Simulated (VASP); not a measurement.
The system is W.

```
CELL_PARAMETERS angstrom
2.73580 0.00000 0.00000
-1.36790 2.36927 0.00000
0.00000 0.00000 10.20936
ATOMIC_POSITIONS crystal
W 0.33333 0.66667 0.38226
W 0.66667 0.33333 0.88226
W 0.66667 0.33333 0.61774
W 0.33333 0.66667 0.11774
```

This isn't the form of W at room conditions, which is bcc.

```yaml
Program: VASP 6.6.1
Task: relaxation of cell and atoms
Functional: PBEsol
Potentials_or_basis: VASP PAW PBE potentials, release 64 (W_sv)
Cutoff: 600 eV
k_mesh: 21 × 21 × 6
Occupations: gaussian, width 0.1 eV
Spin: no spin polarisation
```

At the start: pressure 0.9 GPa; volume 16.54 Å³/atom.

Question: Where does the relaxation end?

Answer: Over 7 steps the energy falls by 2.6 meV/atom; space group P6_3/mmc (No. 194, to 0.1 Å) before and after.

The path:
```tsv
step	energy change (eV)	largest force (eV/Å)	pressure (GPa)	volume (Å³)
1	0.0000	0.1184	0.85	66.18
2	0.0053	0.0205	-3.47	67.01
3	-0.0086	0.0796	-1.14	66.54
4	-0.0062	0.0123	1.90	65.72
5	-0.0103	0.0562	0.01	66.22
6	-0.0103	0.0546	0.10	66.21
7	-0.0106	0.0051	0.05	66.21
```

Final structure:
```
W
1.0
     2.74829    0.00000    0.00000
    -1.37414    2.38008    0.00000
     0.00000    0.00000   10.12182
W
4
Direct
  0.33333 0.66667 0.38159
  0.66667 0.33333 0.88159
  0.66667 0.33333 0.61841
  0.33333 0.66667 0.11841
```

Caveat: the PAW data sets were made with another functional, which shifts forces and pressure a little.
